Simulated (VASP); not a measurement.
Crystal: Mo.

```
Mo
1.0
    -1.57342    1.57342    1.57342
     1.57342   -1.57342    1.57342
     1.57342    1.57342   -1.57342
Mo
1
Direct
  0.00000 0.00000 0.00000
```

```yaml
Program: VASP 6.6.1
Task: relaxation of cell and atoms
Functional: LDA
Potentials_or_basis: VASP PAW LDA potentials, release 64 (Mo_sv)
Cutoff: 500 eV
k_mesh: 11 × 11 × 11
Occupations: methfessel-paxton, width 0.02 eV
Spin: no spin polarisation
```

At the start: pressure -8.1 GPa; volume 15.58 Å³/atom.

How do energy, volume and symmetry change on relaxing?

Over 3 steps the energy falls by 12.4 meV/atom and the volume is 15.11 Å³/atom (-3.0 %); space group Im-3m (No. 229, to 0.1 Å) before and after.

Step by step:
```tsv
step	energy change (eV)	largest force (eV/Å)	pressure (GPa)	volume (Å³)
1	0.0000	0.0000	-8.06	15.58
2	0.0866	0.0000	28.38	13.88
3	-0.0124	0.0000	-0.02	15.11
```

Final structure:
```xyz
1
Lattice="-1.5574 1.5574 1.5574 1.5574 -1.5574 1.5574 1.5574 1.5574 -1.5574" Properties=species:S:1:pos:R:3 pbc="T T T"
Mo    0.0000    0.0000    0.0000
```
